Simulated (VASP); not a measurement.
# CuI (Marshite) (F-43m) in VASP: a series of runs, part 2 of 2

VASP 6.6.1. Earlier steps stand in the parts before.

## Step 5: Single point, r2SCAN

POSCAR

```
CuI
1.0
    0.0000000000      3.0117341517      3.0117341517
    3.0117341517      0.0000000000      3.0117341517
    3.0117341517      3.0117341517      0.0000000000
Cu I
1 1
Direct
    0.2500000000      0.2500000000      0.2500000000
    0.0000000000      0.0000000000      0.0000000000
```

INCAR.step1

```
SYSTEM = CuI
ALGO     = Normal         ! electronic algorithm
EDIFF    = 1E-4           ! SCF threshold, eV
ENCUT    = 520            ! plane-wave cutoff, eV
GGA      = PE             ! functional
ISMEAR   = 0              ! smearing method
LASPH    = .True.         ! aspherical terms in the spheres
LCHARG   = .False.        ! write CHGCAR
LREAL    = .False.        ! projectors in reciprocal space
LWAVE    = .True.         ! write WAVECAR
NBANDS   = 16             ! bands
NELM     = 100            ! most SCF steps
PREC     = Accurate       ! precision mode
SIGMA    = 0.02           ! smearing width, eV
```

INCAR.step2

```
SYSTEM = CuI
ALGO     = Normal         ! electronic algorithm
EDIFF    = 1E-6           ! SCF threshold, eV
ENCUT    = 520            ! plane-wave cutoff, eV
ISIF     = 2              ! what is computed and relaxed
ISMEAR   = 0              ! smearing method
ISTART   = 1            
LASPH    = .True.         ! aspherical terms in the spheres
LCHARG   = .False.        ! write CHGCAR
LMIXTAU  = .True.       
LREAL    = .False.        ! projectors in reciprocal space
LWAVE    = .False.        ! write WAVECAR
METAGGA  = R2SCAN         ! meta-GGA
NBANDS   = 16             ! bands
NELM     = 100            ! most SCF steps
PREC     = Accurate       ! precision mode
SIGMA    = 0.02           ! smearing width, eV
```

KPOINTS

```
k-points
0
Gamma
  8 8 8
  0 0 0
```

Potentials or basis: VASP PAW PBE potentials, release 64 (Cu, I).

Launch:

```
cat potpaw_PBE.64/Cu/POTCAR potpaw_PBE.64/I/POTCAR > POTCAR
cp INCAR.step1 INCAR
mpirun -np 1 vasp_std > vasp.out
cp INCAR.step2 INCAR
mpirun -np 1 vasp_std > vasp.out
```

OUTCAR:

```text
SYSTEM = CuI
   EDIFF = 1E-6
   ENCUT = 520
   ISIF = 2
   ISMEAR = 0
   ISTART = 1
   LASPH = .True.
   LREAL = .False.
   METAGGA = R2SCAN
   NELM = 100
   PREC = Accurate

 ion  position               nearest neighbor table
   1  0.250  0.250  0.250-   2 2.61   2 2.61   2 2.61   2 2.61
   2  0.000  0.000  0.000-   1 2.61   1 2.61   1 2.61   1 2.61

  LATTYP: Found a face centered cubic cell.
 ALAT       =     6.0234683034

  Lattice vectors:

 A1 = (   0.0000000000,   3.0117341517,   3.0117341517)
 A2 = (   3.0117341517,   0.0000000000,   3.0117341517)
 A3 = (   3.0117341517,   3.0117341517,   0.0000000000)
[... 625 lines left out ...]
      5       2.4797      2.00000
      6       2.5655      2.00000
[... 8 lines left out ...]
     15      15.7511      0.00000
     16      16.4404      0.00000

 [... further k-points ...]
[... 5 lines left out ...]
  --------------------------------------------------------------------------------------
  -------------------------------------------------------------------------------------
  Total       -0.0181833     -0.0181833     -0.0181833     -0.0000000      0.0000000      0.0000000
  in kB       -0.5332168     -0.5332168     -0.5332168     -0.0000000      0.0000000      0.0000000
  external PRESSURE =      -0.5332168 kB  Pullay stress =       0.0000000 kB

 VOLUME and BASIS-vectors are now :
 -----------------------------------------------------------------------------
  energy-cutoff  :      520.00
  volume of cell :       54.64
      direct lattice vectors                 reciprocal lattice vectors
     0.000000000  3.011734152  3.011734152    -0.166017309  0.166017309  0.166017309
     3.011734152  0.000000000  3.011734152     0.166017309 -0.166017309  0.166017309
     3.011734152  3.011734152  0.000000000     0.166017309  0.166017309 -0.166017309

 POSITION                                       TOTAL-FORCE (eV/Angst)
 -----------------------------------------------------------------------------------
      1.50587      1.50587      1.50587         0.000000      0.000000      0.000000
      0.00000      0.00000      0.00000        -0.000000     -0.000000     -0.000000
 -----------------------------------------------------------------------------------
    total drift:                               -0.000010     -0.000010     -0.000010

  FREE ENERGIE OF THE ION-ELECTRON SYSTEM (eV)
  ---------------------------------------------------
  free  energy   TOTEN  =       -35.7954965763 eV

  energy  without entropy=      -35.7954965763  energy(sigma->0) =      -35.79549658
```

OUTCAR.step1:

```text
SYSTEM = CuI
   EDIFF = 1E-4
   ENCUT = 520
   GGA = PE
   ISMEAR = 0
   LASPH = .True.
   LREAL = .False.
[... 676 lines left out ...]
      1.50587      1.50587      1.50587        -0.000000      0.000000      0.000000
      0.00000      0.00000      0.00000         0.000000     -0.000000     -0.000000
 -----------------------------------------------------------------------------------
    total drift:                               -0.000000     -0.000000     -0.000000

  FREE ENERGIE OF THE ION-ELECTRON SYSTEM (eV)
  ---------------------------------------------------
  free  energy   TOTEN  =        -5.5566433385 eV

  energy  without entropy=       -5.5566433385  energy(sigma->0) =       -5.55664334
```

Run time: 58 s. Hardware: 1 thread of Intel Xeon Platinum 8488C (Sapphire Rapids), shared host; peak memory 0.2 GiB.

What came out:

| Quantity | Value |
| --- | --- |
| Free energy | -35.7955 eV |
| Pressure | -0.1 GPa |
| Band gap on the k mesh | 1.67 eV, direct |

Levels at points of the mesh, in eV from the valence-band top:
```csv
k point,band 7,band 8,band 9,band 10,band 11,band 12
"(0.00, 0.00, 0.00)",0.00,0.00,0.00,1.67,5.22,5.22
"(0.50, 0.00, 0.00)",-1.85,-0.74,-0.74,2.57,5.73,5.73
"(0.50, 0.50, 0.00)",-1.82,-1.57,-1.57,2.90,3.17,9.94
```

Caveat: the PAW data sets were made with another functional, which shifts forces and pressure a little; spin-orbit coupling is left out, which moves the levels of the heavy elements. r2SCAN opens gaps a little over a GGA but as a rule still falls short of measured ones.

## Step 6: Relaxation of cell and atoms, r2SCAN

This run uses another cell than the first one, of 27.86 Å³/atom, 1.020 times its volume.

POSCAR

```
CuI
1.0
    0.0000000000      3.0315000000      3.0315000000
    3.0315000000      0.0000000000      3.0315000000
    3.0315000000      3.0315000000      0.0000000000
Cu I
1 1
Direct
    0.2500000000      0.2500000000      0.2500000000
    0.0000000000      0.0000000000      0.0000000000
```

INCAR.step1

```
  PREC = Accurate
  ENCUT = 600
  ISMEAR = 0
  SIGMA = 0.02
  LREAL = False
  LASPH = True
  NELM = 100
  GGA = PE
  ALGO = Normal
  EDIFF = 1E-4
  LWAVE = True
  LCHARG = False
```

INCAR.step2

```
  PREC = Accurate
  ENCUT = 600
  EDIFF = 1E-6
  ISMEAR = 0
  SIGMA = 0.02
  LREAL = False
  LASPH = True
  NELM = 100
  ALGO = Normal
  ISIF = 3
  LWAVE = False
  LCHARG = False
  METAGGA = R2SCAN
  LMIXTAU = True
  IBRION = 2
  NSW = 100
  EDIFFG = -0.005
  ISTART = 1
```

KPOINTS

```
Automatic mesh
0
Gamma
  8 8 8
```

Potentials or basis: VASP PAW PBE potentials, release 64 (Cu, I).

Launch:

```
cat potpaw_PBE.64/Cu/POTCAR potpaw_PBE.64/I/POTCAR > POTCAR
cp INCAR.step1 INCAR
mpirun -np 1 vasp_std > vasp.out
cp INCAR.step2 INCAR
mpirun -np 1 vasp_std > vasp.out
```

It took 2.8 min on 1 thread of Intel Xeon Platinum 8488C (Sapphire Rapids), shared host; peak memory 0.24 GiB.

Results (log left out):

```yaml
Free_energy: -35.7972 eV
Relaxed_volume: 27.28 Å³/atom
Relaxed_cell: a = 4.257 Å, b = 4.257 Å, c = 4.257 Å, α = 60.00°, β = 60.00°, γ = 60.00°
Space_group_after_relaxing_to_0.05_Å: F-43m (No. 216)
Energy_gained_by_relaxing: 1.5 meV/atom
Ionic_steps: 3
Pressure_after_relaxing: 0.0 GPa
Band_gap_on_the_k_mesh: 1.68 eV, direct
```

Step by step:
```
step  energy change (eV)  largest force (eV/Å)  pressure (GPa)  volume (Å³)
   1              0.0000                0.0000           -0.90        55.72
   2             -0.0030                0.0000            0.05        54.47
   3             -0.0031                0.0000           -0.03        54.55
```

Final structure:
```cif
data_structure
_symmetry_space_group_name_H-M 'P 1'
_symmetry_Int_Tables_number 1
_cell_length_a 4.2571
_cell_length_b 4.2571
_cell_length_c 4.2571
_cell_angle_alpha 60.000
_cell_angle_beta 60.000
_cell_angle_gamma 60.000
_cell_volume 54.55
loop_
_atom_site_label
_atom_site_type_symbol
_atom_site_fract_x
_atom_site_fract_y
_atom_site_fract_z
_atom_site_occupancy
Cu1 Cu 0.25000 0.25000 0.25000 1
I1 I 0.00000 0.00000 0.00000 1
```

Levels at points of the mesh, in eV from the valence-band top:
```csv
k point,band 7,band 8,band 9,band 10,band 11,band 12
"(0.00, 0.00, 0.00)",0.00,0.00,0.00,1.68,5.22,5.22
"(0.50, 0.00, 0.00)",-1.86,-0.75,-0.75,2.57,5.73,5.73
"(0.50, 0.50, 0.00)",-1.83,-1.57,-1.57,2.90,3.17,9.95
```

Caveat: the PAW data sets were made with another functional, which shifts forces and pressure a little; spin-orbit coupling is left out, which moves the levels of the heavy elements.

## Step 7: Overview

```csv
task,cell,cutoff (eV),gap on the mesh (eV),pressure (GPa)
single point,"a = 4.259 Å, angles 60.0°, 2 atoms",520,1.67,-0.1
single point,"a = 4.301 Å, angles 60.0°, 2 atoms",520,1.59,-1.3
single point,"a = 4.343 Å, angles 60.0°, 2 atoms",520,1.51,-2.2
relaxation of cell and atoms,"relaxed from a = 4.287 Å, angles 60.0°, 2 atoms",600,1.68,0.0
```

Alike in all rows: level r2SCAN; potentials or basis VASP PAW PBE potentials, release 64 (Cu, I); no spin polarisation; k mesh 8 × 8 × 8; smearing gaussian 0.02 eV.

Caveats: the PAW data sets were made with another functional, which shifts forces and pressure a little; spin-orbit coupling is left out, which moves the levels of the heavy elements.

Absolute energies hang on the potentials; compare differences alone.
